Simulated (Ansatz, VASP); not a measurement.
## One calculation of BN, two programs

```
CELL_PARAMETERS angstrom
2.50611 0.00000 0.00000
-1.25306 2.17036 0.00000
0.79077 0.00000 9.88465
ATOMIC_POSITIONS crystal
B 0.00000 0.00000 0.00030
B 0.66667 0.33333 0.33364
B 0.33333 0.66667 0.66697
N 0.66667 0.33333 0.00060
N 0.33333 0.66667 0.33393
N 0.00000 0.00000 0.66726
```

Change from the starting cell: shear of c along a, cell held, atoms relaxed: +8.0 %.

Alike in both runs: functional PBE; dispersion D3(BJ); k mesh 12 × 12 × 4; occupations gaussian, width 0.02 eV; no spin polarisation.

Ansatz relaxed the structure, and its values are those at the end. VASP's run is a single point on that final structure, the one shown.

|  | VASP | Ansatz |
| --- | --- | --- |
| version | VASP 6.6.1 | Ansatz 0.2.0 |
| potentials or method | VASP PAW PBE potentials, release 64 (B, N), cutoff 520 eV | scalar-relativistic, plane waves, PAW |
| valence electrons in the cell | 24 | 24 |

VASP gave:

```
gap on the k mesh at the Fermi level (eV) : 3.85
least direct gap on the mesh (eV)         : 4.37
pressure (GPa)                            : 0.1
rms of the force components (eV/Å)        : 0.003
```

Question: Which values does Ansatz return?

Answer: gap on the k mesh at the Fermi level (eV): 3.86; least direct gap on the mesh (eV): 4.37; pressure (GPa): 0.0; rms of the force components (eV/Å): 0.003.

Ansatz's warnings: stress scf threshold loose.
